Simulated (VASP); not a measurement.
# RbBr (Pm-3m) in VASP: notebook

Aim: see how the results for RbBr move with the level of theory and the settings. Levels: LDA, PBE. Tasks: single point.

Everything below comes from runs of VASP 6.6.1. Logs are shortened: lines on timing, memory, paths and dates and some standing lists are left out, and cuts for length are marked.

**1. The cell of the first run**

Symmetry: Pm-3m, No. 221, cubic system. The conventional cell has a = 4.124 Å, b = 4.124 Å, c = 4.124 Å, α = 90.00°, β = 90.00°, γ = 90.00°. Within 4.7 Å of Rb (site symmetry m-3m) lie 8 Br at 3.57 Å and 6 Rb at 4.12 Å. Within 4.7 Å of Br (site symmetry m-3m) lie 8 Rb at 3.57 Å and 6 Br at 4.12 Å.

**2. Single point, LDA**

File INCAR:

```
SYSTEM = RbBr
PREC = Accurate
ENCUT = 500
EDIFF = 1E-6
ISMEAR = 0
SIGMA = 0.01
LREAL = .False.
LASPH = .True.
NELM = 120
ALGO = Normal
ISIF = 2
LWAVE = .False.
LCHARG = .True.
LELF = .True.
LVHAR = .True.
NBANDS = 15
GGA_COMPAT = .False.
```

File KPOINTS:

```
regular mesh
0
Gamma
  2 2 2
  0 0 0
```

File POSCAR:

```
RbBr
1.0
    4.1242532581      0.0000000000      0.0000000000
    0.0000000000      4.1242532581      0.0000000000
    0.0000000000      0.0000000000      4.1242532581
Rb Br
1 1
Direct
    0.0000000000      0.0000000000      0.0000000000
    0.5000000000      0.5000000000      0.5000000000
```

Potentials or basis: VASP PAW LDA potentials, release 64 (Rb_sv, Br).

The run is started by

```bash
$ cat potpaw_LDA.64/Rb_sv/POTCAR potpaw_LDA.64/Br/POTCAR > POTCAR
$ mpirun -np 1 vasp_std > vasp.out
```

OUTCAR:

```text
SYSTEM = RbBr
   PREC = Accurate
   ENCUT = 500
   EDIFF = 1E-6
   ISMEAR = 0
   LREAL = .False.
   LASPH = .True.
   NELM = 120
   ISIF = 2

 ion  position               nearest neighbor table
   1  0.000  0.000  0.000-   2 3.57   2 3.57   2 3.57   2 3.57   2 3.57   2 3.57   2 3.57   2 3.57

   2  0.500  0.500  0.500-   1 3.57   1 3.57   1 3.57   1 3.57   1 3.57   1 3.57   1 3.57   1 3.57

  LATTYP: Found a simple cubic cell.
 ALAT       =     4.1242532581

  Lattice vectors:

 A1 = (   4.1242532581,   0.0000000000,   0.0000000000)
 A2 = (   0.0000000000,   4.1242532581,   0.0000000000)
 A3 = (   0.0000000000,   0.0000000000,   4.1242532581)

Analysis of symmetry for initial positions (statically):
=====================================================================
 Subroutine PRICEL returns:
 Original cell was already a primitive cell.

 Routine SETGRP: Setting up the symmetry group for a
 simple cubic supercell.

 Subroutine GETGRP returns: Found 48 space group operations
 (whereof 48 operations were pure point group operations)
 out of a pool of 48 trial point group operations.

The static configuration has the point symmetry O_h .

Analysis of symmetry for dynamics (positions and initial velocities):
=====================================================================
 Subroutine PRICEL returns:
 Original cell was already a primitive cell.

 Routine SETGRP: Setting up the symmetry group for a
 simple cubic supercell.

 Subroutine GETGRP returns: Found 48 space group operations
 (whereof 48 operations were pure point group operations)
 out of a pool of 48 trial point group operations.

The dynamic configuration has the point symmetry O_h .

 Subroutine INISYM returns: Found 48 space group operations
 (whereof 48 operations are pure point group operations),
 and found     1 'primitive' translations

----------------------------------------------------------------------------------------

                                     Primitive cell

  volume of cell :      70.1513

  direct lattice vectors                    reciprocal lattice vectors
     4.124253258  0.000000000  0.000000000     0.242468136  0.000000000  0.000000000
     0.000000000  4.124253258  0.000000000     0.000000000  0.242468136  0.000000000
     0.000000000  0.000000000  4.124253258     0.000000000  0.000000000  0.242468136

  length of vectors
     4.124253258  4.124253258  4.124253258     0.242468136  0.242468136  0.242468136

  position of ions in fractional coordinates (direct lattice)
     0.000000000  0.000000000  0.000000000
     0.500000000  0.500000000  0.500000000

  ion indices of the primitive-cell ions
   primitive index   ion index
                 1           1
                 2           2

----------------------------------------------------------------------------------------

 KPOINTS: regular mesh

Automatic generation of k-mesh.
 Grid dimensions read from file:
 generate k-points for:    2    2    2

 Generating k-lattice:

  Cartesian coordinates                     Fractional coordinates (reciprocal lattice)
     0.121234068  0.000000000  0.000000000     0.500000000  0.000000000  0.000000000
     0.000000000  0.121234068  0.000000000     0.000000000  0.500000000  0.000000000
     0.000000000  0.000000000  0.121234068     0.000000000  0.000000000  0.500000000

  Length of vectors
     0.121234068  0.121234068  0.121234068

  Shift w.r.t. Gamma in fractional coordinates (k-lattice)
     0.000000000  0.000000000  0.000000000

 Subroutine IBZKPT returns following result:
 ===========================================

 Found      4 irreducible k-points:

 Following reciprocal coordinates:
            Coordinates               Weight
  0.000000  0.000000  0.000000      1.000000
  0.500000  0.000000  0.000000      3.000000
  0.500000  0.500000  0.000000      3.000000
  0.500000  0.500000  0.500000      1.000000
   k-points           NKPTS =      4   k-points in BZ     NKDIM =      4   number of bands    NBANDS=     15
   number of dos      NEDOS =    301   number of ions     NIONS =      2
   total plane-waves  NPLWV =  27000
   dimension x,y,z NGX =    30 NGY =   30 NGZ =   30
   dimension x,y,z NGXF=    60 NGYF=   60 NGZF=   60
   ions per type =               1   1
   NGX,Y,Z   is equivalent  to a cutoff of  12.09, 12.09, 12.09 a.u.
   NGXF,Y,Z  is equivalent  to a cutoff of  24.19, 24.19, 24.19 a.u.
 SYSTEM =  RbBr
   PREC   = accura    normal or accurate (medium, high low for compatibility)
   ISTART =      0    job   : 0-new  1-cont  2-samecut
   ICHARG =      2    charge: 1-file 2-atom 10-const
   ISPIN  =      1    spin polarized calculation?
   LNONCOLLINEAR =      F non collinear calculations
   LSORBIT =      F    spin-orbit coupling
   LASPH  =      T    aspherical Exc in radial PAW
   ENCUT  =  500.0 eV  36.75 Ry    6.06 a.u.   7.52  7.52  7.52*2*pi/ulx,y,z
   NELM   =    120;   NELMIN=  2; NELMDL= -5     # of ELM steps
   EDIFF  = 0.1E-05   stopping-criterion for ELM
   LREAL  =      F    real-space projection
   EDIFFG = 0.1E-04   stopping-criterion for IOM
   NSW    =      0    number of steps for IOM
   IBRION =     -1    ionic relax: 0-MD 1-quasi-New 2-CG
   NFREE  =      0    steps in history (QN), initial steepest desc. (CG)
   ISIF   =      2    stress and relaxation
   ISYM   =      2    0-nonsym 1-usesym 2-fastsym
   POTIM  = 0.5000    time-step for ionic-motion
   TEBEG  =    0.0;   TEEND  =   0.0 temperature during run
   PSTRESS=    0.0 pullay stress
   NELECT =      16.0000    total number of electrons
   NUPDOWN=      -1.0000    fix difference up-down
   EMIN   =  10.00;   EMAX   =-10.00  energy-range for DOS
   EFERMI =   0.00;   METHOD = LEGACY
   ISMEAR =     0;   SIGMA  =   0.01  broadening in eV -4-tet -1-fermi 0-gaus
   EFERMI_NEDOS =   21; number of points for ismear=-14 and -15
   IALGO  =     38    algorithm
   IMIX   =      4    mixing-type and parameters
     AMIX     =   0.40;   BMIX     =  1.00
     AMIX_MAG =   1.60;   BMIX_MAG =  1.00
  volume/ion in A,a.u.               =      35.08       236.70
  Fermi-wavevector in a.u.,A,eV,Ry     =   1.000237  1.890173 13.612271  1.000474
  Thomas-Fermi vector in A             =   2.132580
   LORBIT       =      0    0 simple, 1 ext, 2 COOP (PROOUT), +10 PAW based schemes
   GGA     = CA    functional components
   LHFCALC =     F    Hartree Fock is set to
   AEXX    =    0.0000 exact exchange contribution
   IVDW    =     0    specifies the selected vdW correction
   LEPSILON=     F    determine dielectric tensor
   LRPA    =     F    only Hartree local field effects (RPA)
 non-spin polarized calculation
 Gauss-broadening in eV      SIGMA  =   0.01
  energy-cutoff  :      500.00
  volume of cell :       70.15
 maximum number of plane-waves:      1800
   NGX = 15   NGY = 15   NGZ = 15

 number of electron      16.0000005 magnetization

 Free energy of the ion-electron system (eV)
  ---------------------------------------------------
  ext. energy  EPLUGINS =         0.00000000
  ---------------------------------------------------
  free energy    TOTEN  =        -6.41855771 eV

  energy without entropy =       -6.41855771  energy(sigma->0) =       -6.41855771

 E-fermi :  -0.6485     XC(G=0):  -8.3846

 val. band max:       -0.7013574246   @ k =   0.5000   0.5000   0.0000
 cond. band min:       2.8701154289   @ k =   0.0000   0.0000   0.0000
 fundamental gap:      3.5714728535
 Fermi energy:        -0.6484599581

 k-point     1 :       0.0000    0.0000    0.0000
  band No.  band energies     occupation
      1     -25.8477      2.00000
      2     -13.3246      2.00000
      3      -9.8892      2.00000
      4      -9.8892      2.00000
      5      -9.8892      2.00000
      6      -0.8664      2.00000
      7      -0.8664      2.00000
      8      -0.8664      2.00000
      9       2.8701      0.00000
     10       4.4579      0.00000
     11       4.4579      0.00000
     12       8.9460      0.00000
     13       8.9460      0.00000
     14       8.9460      0.00000
     15      11.7351      0.00000

 k-point     2 :       0.5000    0.0000    0.0000
  band No.  band energies     occupation
      1     -25.8260      2.00000
      2     -13.3273      2.00000
      3     -10.0233      2.00000
      4      -9.8389      2.00000
      5      -9.8389      2.00000
      6      -2.5487      2.00000
      7      -0.9504      2.00000
      8      -0.9504      2.00000
      9       5.7366      0.00000
     10       5.9673      0.00000
     11       6.5459      0.00000
     12       7.6931      0.00000
     13       8.8265      0.00000
     14       8.8265      0.00000
     15      10.0294      0.00000

 k-point     3 :       0.5000    0.5000    0.0000
  band No.  band energies     occupation
      1     -25.8061      2.00000
      2     -13.1259      2.00000
      3     -10.2186      2.00000
      4     -10.2186      2.00000
      5      -9.8038      2.00000
      6      -1.8086      2.00000
      7      -1.8086      2.00000
      8      -0.7014      2.00000
      9       4.1412      0.00000
     10       5.1248      0.00000
     11       6.9251      0.00000
     12       6.9251      0.00000
     13       9.6430      0.00000
     14       9.6430      0.00000
     15      10.6323      0.00000

 k-point     4 :       0.5000    0.5000    0.5000
  band No.  band energies     occupation
      1     -25.7871      2.00000
      2     -13.0152      2.00000
      3     -10.1291      2.00000
      4     -10.1291      2.00000
      5     -10.1291      2.00000
      6      -2.1213      2.00000
      7      -2.1213      2.00000
      8      -2.1213      2.00000
      9       7.1152      0.00000
     10       7.1152      0.00000
     11       7.1152      0.00000
     12       8.3560      0.00000
     13       8.3560      0.00000
     14       8.3560      0.00000
     15      11.2407      0.00000

------------------------ aborting loop because EDIFF is reached ----------------------------------------

  FORCE on cell =-STRESS in cart. coord.  units (eV):
  Direction    XX          YY          ZZ          XY          YZ          ZX
  --------------------------------------------------------------------------------------
  -------------------------------------------------------------------------------------
  Total       -0.3034881     -0.3034881     -0.3034881      0.0000000     -0.0000000     -0.0000000
  in kB       -6.9313251     -6.9313251     -6.9313251      0.0000000     -0.0000000     -0.0000000
  external PRESSURE =      -6.9313251 kB  Pullay stress =       0.0000000 kB

 VOLUME and BASIS-vectors are now :
 -----------------------------------------------------------------------------
  energy-cutoff  :      500.00
  volume of cell :       70.15
      direct lattice vectors                 reciprocal lattice vectors
     4.124253258  0.000000000  0.000000000     0.242468136  0.000000000  0.000000000
     0.000000000  4.124253258  0.000000000     0.000000000  0.242468136  0.000000000
     0.000000000  0.000000000  4.124253258     0.000000000  0.000000000  0.242468136

 POSITION                                       TOTAL-FORCE (eV/Angst)
 -----------------------------------------------------------------------------------
      0.00000      0.00000      0.00000         0.000000      0.000000      0.000000
      2.06213      2.06213      2.06213         0.000000      0.000000      0.000000
 -----------------------------------------------------------------------------------
    total drift:                                0.000000      0.000000     -0.000000

  FREE ENERGIE OF THE ION-ELECTRON SYSTEM (eV)
  ---------------------------------------------------
  free  energy   TOTEN  =        -6.4185577148 eV

  energy  without entropy=       -6.4185577148  energy(sigma->0) =       -6.41855771
```

Run time: 9 s. Hardware: 1 thread of Intel Xeon 8259CL, shared host; peak memory 0.14 GiB.

Results:

- Free energy: -6.4186 eV
- Pressure: -0.7 GPa
- Band gap on the k mesh: 3.57 eV, indirect (least direct gap 3.74 eV)

Levels at points of the mesh, in eV from the valence-band top:
```tsv
k point	band 6	band 7	band 8	band 9	band 10	band 11
(0.00, 0.00, 0.00)	-0.16	-0.16	-0.16	3.57	5.16	5.16
(0.50, 0.00, 0.00)	-1.85	-0.25	-0.25	6.44	6.67	7.25
(0.50, 0.50, 0.00)	-1.11	-1.11	0.00	4.84	5.83	7.63
(0.50, 0.50, 0.50)	-1.42	-1.42	-1.42	7.82	7.82	7.82
```

Caveat: the k points lie up to 0.76 Å⁻¹ apart.

**3. Single point, PBE**

File INCAR:

```
SYSTEM = RbBr
  ALGO = Normal
  EDIFF = 1E-6
  ENCUT = 500
  GGA = PE
  GGA_COMPAT = .False.
  ISIF = 2
  ISMEAR = 0
  LASPH = .True.
  LCHARG = .False.
  LREAL = .False.
  LWAVE = .False.
  NBANDS = 15
  NELM = 120
  PREC = Accurate
  SIGMA = 0.01
```

File KPOINTS:

```
k-points
0
Gamma
  2 2 2
  0 0 0
```

POSCAR is that of step 2.

Potentials or basis: VASP PAW PBE potentials, release 64 (Rb_sv, Br).

The run is started by

```bash
$ cat potpaw_PBE.64/Rb_sv/POTCAR potpaw_PBE.64/Br/POTCAR > POTCAR
$ mpirun -np 1 vasp_std > vasp.out
```

It took 11 s on 1 thread of Intel Xeon 8259CL, shared host; peak memory 0.16 GiB.

The run converged. Its results:

| Property | Result |
| --- | --- |
| Free energy | -5.7706 eV |
| Pressure | 2.0 GPa |
| Band gap on the k mesh | 4.00 eV, indirect (least direct gap 4.16 eV) |

Levels at points of the mesh, in eV from the valence-band top:
```tsv
k point	band 5	band 6	band 7	band 8	band 9	band 10	band 11	band 12
(0.00, 0.00, 0.00)	-9.27	-0.16	-0.16	-0.16	4.00	5.47	5.47	9.78
(0.50, 0.00, 0.00)	-9.22	-1.75	-0.24	-0.24	6.75	7.03	7.57	8.66
(0.50, 0.50, 0.00)	-9.19	-1.07	-1.07	0.00	5.19	6.13	7.84	7.84
(0.50, 0.50, 0.50)	-9.49	-1.36	-1.36	-1.36	8.14	8.14	8.14	9.27
```

Caveat: the k points lie up to 0.76 Å⁻¹ apart. A k mesh can miss the band edges.

(Part 1 of 2 ends here.)
